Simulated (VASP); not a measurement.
Write the native input for VASP 6.6.1 that does the following.

```
Task                   : relaxation of cell and atoms
Functional             : PBEsol
Potentials or basis    : VASP PAW PBE potentials, release 64 (Sc_sv, Al)
Cutoff                 : 600 eV
k mesh                 : 14 × 14 × 14
Occupations            : gaussian, width 0.1 eV
Spin                   : no spin polarisation
Target pressure        : 30 GPa
Dipole correction      : no
Further INCAR settings : ALGO = Fast; EDIFF = 1e-06; IBRION = 2; EDIFFG = -0.008; NSW = 70; ISIF = 3
```

The structure of ScAl lies in POSCAR:

```
ScAl
1.0
    3.1084977678      0.0000000000      0.0000000000
    0.0000000000      3.1084977678      0.0000000000
    0.0000000000      0.0000000000      3.1084977678
Sc Al
1 1
Direct
    0.5000000000      0.5000000000      0.5000000000
    0.0000000000      0.0000000000      0.0000000000
```

One way to write it, as run:

INCAR

```
PREC = Accurate ; ENCUT = 600
EDIFF = 1E-6 ; ISMEAR = 0
SIGMA = 0.1 ; LREAL = F
LASPH = T ; NELM = 60
ALGO = Fast ; ISIF = 3
LWAVE = F ; LCHARG = F
GGA = PS ; IBRION = 2
NSW = 70 ; EDIFFG = -0.008
PSTRESS = 300.0
```

KPOINTS

```
regular mesh
0
Gamma
  14 14 14
```

Potentials or basis: VASP PAW PBE potentials, release 64 (Sc_sv, Al).

Run with:

```console
$ cat potpaw_PBE.64/Sc_sv/POTCAR potpaw_PBE.64/Al/POTCAR > POTCAR
$ mpirun -np 1 vasp_std > vasp.out
```

Results of the run:

```json
{"Relaxed volume": "14.84 Å³/atom", "Relaxed cell": "a = 3.096 Å, b = 3.096 Å, c = 3.096 Å, α = 90.00°, β = 90.00°, γ = 90.00°", "Space group after relaxing (to 0.05 Å)": "Pm-3m (No. 221)", "Energy change on relaxing (the enthalpy is what falls)": "+31.6 meV/atom", "Ionic steps": "3", "Pressure after relaxing": "30.0 GPa", "Band gap on the k mesh": "zero (band 7 reaches 8.38 eV, above the bottom of band 8 at 7.15 eV)"}
```

Caveat: the cell is relaxed towards a set pressure, so the enthalpy falls and the energy may rise; the PAW data sets were made with another functional, which shifts forces and pressure a little.

Wall time 2.8 min on 1 thread of Intel(R) Xeon(R) Platinum 8259CL CPU @ 2.50GHz (Skylake/Cascade Lake) (shared host), peak memory 0.21 GiB.
